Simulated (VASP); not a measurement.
Write the native input for VASP 6.6.1 that does the following.

| Item | Value |
| --- | --- |
| Task | relaxation of cell and atoms |
| Functional | PBE |
| Potentials or basis | VASP PAW PBE potentials, release 64 (Cd, Se) |
| Cutoff | 600 eV |
| k mesh | 12 × 12 × 4 |
| Occupations | gaussian, width 0.1 eV |
| Spin | no spin polarisation |
| Dipole correction | no |
| Further INCAR settings | ALGO = Normal; EDIFF = 1e-06; IBRION = 2; EDIFFG = -0.01; NSW = 100; ISIF = 3 |

The structure of Cd3Se2 lies in POSCAR:

```
Cd3Se2
1.0
    4.1112815036      0.0000000000      0.0000000000
   -2.0556407518      3.5604742242      0.0000000000
    0.0000000000      0.0000000000      9.2567619751
Cd Se
3 2
Direct
    0.0000000000      0.0000000000      0.3534845571
    0.0000000000      0.0000000000      0.6465154429
    0.0000000000      0.0000000000      0.0000000000
    0.6666666667      0.3333333333      0.8212007189
    0.3333333333      0.6666666667      0.1787992811
```

These files were run (other wordings do the same):

INCAR

```
SYSTEM = Cd3Se2
  PREC = Accurate
  ENCUT = 600
  EDIFF = 1E-6
  ISMEAR = 0
  SIGMA = 0.1
  LREAL = .False.
  LASPH = .True.
  NELM = 100
  ALGO = Normal
  ISIF = 3
  LWAVE = .False.
  LCHARG = .False.
  GGA = PE
  IBRION = 2
  NSW = 100
  EDIFFG = -0.01
```

KPOINTS

```
regular mesh
0
Gamma
  12 12 4
  0 0 0
```

Potentials or basis: VASP PAW PBE potentials, release 64 (Cd, Se).

Launch:

```sh
$ cat potpaw_PBE.64/Cd/POTCAR potpaw_PBE.64/Se/POTCAR > POTCAR
$ mpirun -np 1 vasp_std > vasp.out
```

It gave:

```
Relaxed volume                         : 27.04 Å³/atom
Relaxed cell                           : a = 4.096 Å, b = 4.096 Å, c = 9.304 Å, α = 90.00°, β = 90.00°, γ = 120.00°
Space group after relaxing (to 0.05 Å) : P-3m1 (No. 164)
Energy gained by relaxing              : 0.3 meV/atom
Ionic steps                            : 6
Pressure after relaxing                : 0.0 GPa
Largest force after relaxing           : 0.008 eV/Å
Band gap on the k mesh                 : zero (band 24 reaches 1.40 eV, above the bottom of band 25 at 1.30 eV)
```

Wall time 7.5 min on 1 thread of Intel(R) Xeon(R) 6975P-C (Granite Rapids), on a shared host, peak memory 0.51 GiB.
